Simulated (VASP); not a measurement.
**AlNi: single point with PBEsol**

AlNi:

```
Al Ni
1.0
     2.84088    0.00000    0.00000
     0.00000    2.84088    0.00000
     0.00000    0.00000    2.94822
Al Ni
1 1
Cartesian
  1.4204 1.4204 1.4741
  0.0000 0.0000 0.0000
```

This cell differs from its parent crystal: uniaxial strain along c: +3.0 %.

| Property | Result |
| --- | --- |
| Program | VASP 6.6.1 |
| Task | single point |
| Functional | PBEsol |
| Potentials or basis | VASP PAW PBE potentials, release 64 (Al, Ni) |
| Cutoff | 520 eV |
| k mesh | 18 × 18 × 18 |
| Occupations | gaussian, width 0.1 eV |
| Spin | no spin polarisation |

The pressure is -2.2 GPa. The band gap on the k mesh is zero (an odd number of electrons rules out a gap without spin polarisation).

Stress tensor (GPa, compression positive):
```
-1.44  0.00  0.00
 0.00 -1.44  0.00
 0.00  0.00 -3.86
```

Levels at points of the mesh, in eV from the Fermi level:
| k point | band 5 | band 6 | band 7 | band 8 | band 9 | band 10 |
| --- | --- | --- | --- | --- | --- | --- |
| (0.00, 0.00, 0.00) | -1.58 | -1.48 | 4.65 | 5.96 | 5.96 | 7.94 |
| (0.50, 0.00, 0.00) | -2.19 | -1.49 | -0.56 | 8.26 | 9.25 | 10.37 |
| (0.50, 0.50, 0.00) | -2.20 | -2.20 | -0.97 | 1.70 | 2.74 | 11.76 |
| (0.00, 0.00, 0.50) | -2.20 | -1.41 | -0.83 | 8.31 | 10.34 | 10.34 |
| (0.50, 0.00, 0.50) | -2.06 | -2.02 | -1.06 | 1.37 | 2.41 | 12.66 |
| (0.50, 0.50, 0.50) | -0.94 | 1.93 | 2.01 | 2.01 | 3.77 | 4.36 |

It took 100 s on 1 thread of AMD EPYC 9R45 96-Core Processor (Zen 5), with other jobs on the host, peak memory 0.26 GiB.

Caveat: the cell differs from its parent crystal (uniaxial strain along c: +3.0 %); the PAW data sets were made with another functional, which shifts forces and pressure a little. Spin polarisation is off, so any magnetic state and its effect on volume and gap are missing.
